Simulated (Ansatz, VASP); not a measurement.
**Two plane-wave programs on HfB2**

Contents of INCAR:

```
SYSTEM = HfB2
PREC = Accurate ; ENCUT = 500
EDIFF = 1E-7 ; ISMEAR = -1
SIGMA = 0.15 ; LREAL = .FALSE.
LASPH = .TRUE. ; NELM = 120
ALGO = Normal ; ISIF = 3
LWAVE = .FALSE. ; LCHARG = .FALSE.
GGA = CA ; IBRION = 2
NSW = 80 ; EDIFFG = -0.001
GGA_COMPAT = .FALSE. ; NELMIN = 4
```

Contents of KPOINTS:

```
regular mesh
0
G
  15 15 10
  0 0 0
```

The input POSCAR:

```
HfB2
1.0
    3.1036745158      0.0000000000      0.0000000000
   -1.5518372579      2.6878609758      0.0000000000
    0.0000000000      0.0000000000      3.4202793460
Hf B
1 2
Direct
    0.0000000000      0.0000000000      0.0000000000
    0.3333333333      0.6666666667      0.5000000000
    0.6666666667      0.3333333333      0.5000000000
```

Input for Ansatz:

```yaml
crystal:
  lattice:
    - [3.1036745158, 0.0, 0.0]
    - [-1.5518372579, 2.6878609758, 0.0]
    - [0.0, 0.0, 3.420279346]
  atoms:
    - { symbol: Hf, position: [0.0, 0.0, 0.0] }
    - { symbol: B, position: [0.3333333333, 0.6666666667, 0.5] }
    - { symbol: B, position: [0.6666666667, 0.3333333333, 0.5] }
basis:
  ecutwfc: 600.0
kpoints:
  mp_grid: { grid: [15, 15, 10] }
hamiltonian:
  xc: lda
  pseudopotentials: { kind: paw, azcp: { folder: soft_1 } }
scf:
  occupations: { method: fermi_dirac, width: 0.15 }
output:
  forces: true
  stress: true
  eigenvalues: true
relax:
  adjacent_minimum: "off"
  f_tol: 0.001
  max_steps: 60
  cell: { stress_tol: 0.01 }
```

Alike in both runs: task relaxation of cell and atoms; functional LDA; k mesh 15 × 15 × 10; occupations fermi-dirac, width 0.15 eV; no spin polarisation.

```csv
,VASP,Ansatz
version,VASP 6.6.1,Ansatz 0.2.0
potentials or method,"VASP PAW LDA potentials, release 64 (Hf_pv, B), cutoff 500 eV","scalar-relativistic, plane waves, PAW"
valence electrons in the cell,16,32
```

|  | VASP | Ansatz | Ansatz less VASP |
| --- | --- | --- | --- |
| gap on the k mesh at the Fermi level, each at its own relaxed structure (eV) | none | none | - |
| relaxed volume (Å³/atom) | 9.54 | 9.51 | -0.025 |
| relaxed cell length with the largest relative difference (Å) | 3.428 | 3.421 | -0.0067 |

Ansatz warns that its potentials were made for another functional, while VASP's fit it. LDA's correlation is that of Perdew and Zunger in VASP and of Perdew and Wang (1992) in Ansatz. A gap of «none» marks a metal or a gap that the smearing closes. VASP's potentials hold 16 valence electrons a cell and Ansatz's 32, so a difference there can come from the potentials and not from the codes.

Spin-orbit coupling is off throughout.
